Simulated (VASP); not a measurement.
Runs of VASP 6.6.1 on Tl. The structure is that of space group Fm-3m (No. 225), or close to it. The cells are those of the table. This isn't the form of Tl at room conditions, which is hcp.

```tsv
task	level	spin	cell	k mesh	cutoff (eV)	smearing	gap on the mesh (eV)	pressure (GPa)	moment (μB)	relaxed volume (Å³/atom)
phonons	revPBE+D3(BJ)	collinear	a = 3.488 Å, angles 60.0°, 1 atom	8 × 8 × 8	520	fermi-dirac 0.15 eV	-	-	0.00	-
single point	r2SCAN	off	a = 3.654 Å, angles 60.0°, 1 atom	9 × 9 × 9	550	fermi-dirac 0.05 eV	none	(a)	-	-
relaxation of cell and atoms	PBE exchange alone	off	relaxed from a = 3.579 Å, angles 60.0°, 1 atom	9 × 9 × 9	600	fermi-dirac 0.15 eV	none	0.0	-	45.97
single point	PBE exchange alone	off	a = 4.021 Å, angles 60.0°, 1 atom	9 × 9 × 9	520	fermi-dirac 0.15 eV	none	0.0	-	-
single point	RPBE+D4	non-collinear, zero start, SOC	a = 3.488 Å, angles 60.0°, 1 atom	7 × 7 × 7	500	fermi-dirac 0.1 eV	-	0.0	0.00	-
relaxation of cell and atoms	pbe exchange, pbesol correlation	collinear	relaxed from a = 3.488 Å, angles 60.0°, 1 atom	9 × 9 × 9	500	fermi-dirac 0.1 eV	none	0.0	0.00	(b)
single point	RPBE+D3(BJ)	collinear	a = 3.392 Å, angles 60.0°, 1 atom	9 × 9 × 9	520	tetrahedron	none	-12.6	0.00	-
single point	PBE	off	a = 3.488 Å, angles 60.0°, 1 atom	4 × 4 × 4	500	fermi-dirac 0.02 eV	none	1.8	-	-
```

Alike in all rows: potentials or basis VASP PAW PBE potentials, release 64 (Tl_d).

Problem. Estimate the missing entries.

Solution. (a) -3.2; (b) 31.85.

Caveats: some runs use coarse meshes; spin-orbit coupling is left out, which moves the levels of the heavy elements (at least some runs); the PAW data sets were made with another functional, which shifts forces and pressure a little (at least some runs); the cell stands under tension (at least some runs); three body term missing (at least some runs); the volume moved by over 15 % at a fixed basis, so the end points are rough (at least some runs).

A k mesh can miss the band edges, and rows without SOC leave out spin-orbit coupling on Tl.

A gap of «none» marks levels without a gap at the run's occupations.
